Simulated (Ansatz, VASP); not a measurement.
## Two plane-wave programs on Al2Cu

Contents of POSCAR:

```
Al2Cu
1.0
    4.0866984621      0.0013549814     -0.0100177851
    0.0013549814      4.1025583957      0.0178365925
   -0.0070556074      0.0125624568      2.9085422956
Al Cu
2 1
Direct
    0.4687560276      0.0117958310      0.4766540501
    0.0213922591      0.5074259987      0.4270045301
    0.0251393845      0.0352885078      0.0181625366
```

Contents of INCAR.step1:

```
PREC = Accurate
ENCUT = 520
ISMEAR = 0
SIGMA = 0.1
LREAL = F
LASPH = T
NELM = 80
NBANDS = 16
GGA = PE
ALGO = Normal
EDIFF = 1E-4
LWAVE = T
LCHARG = F
```

Contents of INCAR.step2:

```
PREC = Accurate
ENCUT = 520
EDIFF = 1E-6
ISMEAR = 0
SIGMA = 0.1
LREAL = F
LASPH = T
NELM = 80
ALGO = Normal
ISIF = 2
LWAVE = F
LCHARG = F
METAGGA = R2SCAN
LMIXTAU = T
NBANDS = 16
ISTART = 1
```

KPOINTS

```
Automatic mesh
0
Gamma
  1 1 1
```

Input for Ansatz:

```yaml
crystal:
  lattice:
    - [4.0866984621, 0.0013549814, -0.0100177851]
    - [0.0013549814, 4.1025583957, 0.0178365925]
    - [-0.0070556074, 0.0125624568, 2.9085422956]
  atoms:
    - { symbol: Al, position: [0.4687560276, 0.011795831, 0.4766540501] }
    - { symbol: Al, position: [0.0213922591, 0.5074259987, 0.4270045301] }
    - { symbol: Cu, position: [0.0251393845, 0.0352885078, 0.0181625366] }
basis:
  ecutwfc: 500
kpoints:
  mp_grid: { grid: [1, 1, 1] }
hamiltonian:
  xc: r2scan
scf:
  occupations: { method: gaussian, width: 0.1 }
output:
  forces: true
  stress: true
  eigenvalues: true
```

Change from the starting cell: kmesh displaced: [1, 1, 1] Gamma-centred.

Alike in both runs: task single point; functional r2SCAN; k mesh 1 × 1 × 1; occupations gaussian, width 0.1 eV; no spin polarisation.

|  | VASP | Ansatz |
| --- | --- | --- |
| version | VASP 6.6.1 | Ansatz 0.2.0 |
| potentials or method | VASP PAW PBE potentials, release 64 (Al, Cu), cutoff 520 eV | scalar-relativistic, plane waves, PAW |
| valence electrons in the cell | 17 | 25 |

Ansatz gave:

| Item | Value |
| --- | --- |
| pressure (GPa) | 3.7 |
| traceless stress, the component that is largest in VASP (GPa) | -101.41 |
| rms of the force components (eV/Å) | 1.374 |

Task: Estimate VASP's values.

Result: Pressure (GPa): 3.5; traceless stress, the component that is largest in VASP (GPa): -101.46; rms of the force components (eV/Å): 1.379.

VASP's potentials were made for PBE, not for r2SCAN. Atom by atom the forces differ by 0.007 eV/Å (rms over components). The functional is the same, so the differences come from potentials, cutoffs and numerics. VASP's potentials hold 17 valence electrons a cell and Ansatz's 25, so a difference there can come from the potentials and not from the codes.

The k mesh is coarse, so the values compare programs but aren't converged.
